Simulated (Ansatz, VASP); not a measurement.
# CdO: VASP beside Ansatz

```xyz
2
Lattice="0.0000 2.3482 2.3482 2.3482 0.0000 2.3482 2.3482 2.3482 0.0000" Properties=species:S:1:pos:R:3 pbc="T T T"
Cd    0.0000    0.0000    0.0000
O     2.3482    2.3482    2.3482
```

Alike in both runs: task single point; functional LDA; k mesh 8 × 8 × 8; occupations gaussian, width 0.05 eV; no spin polarisation.

|  | VASP | Ansatz |
| --- | --- | --- |
| version | VASP 6.6.1 | Ansatz 0.2.0 |
| potentials or method | VASP PAW LDA potentials, release 64 (Cd_sv_GW, O), cutoff 700 eV | scalar-relativistic, plane waves, PAW |
| valence electrons in the cell | 26 | 26 |

```csv
,VASP,Ansatz,Ansatz less VASP
gap on the k mesh at the Fermi level (eV),none,none,-
pressure (GPa),-5.8,-5.9,-0.14
```

LDA's correlation is that of Perdew and Zunger in VASP and of Perdew and Wang (1992) in Ansatz. A gap of «none» marks a metal or a gap that the smearing closes.
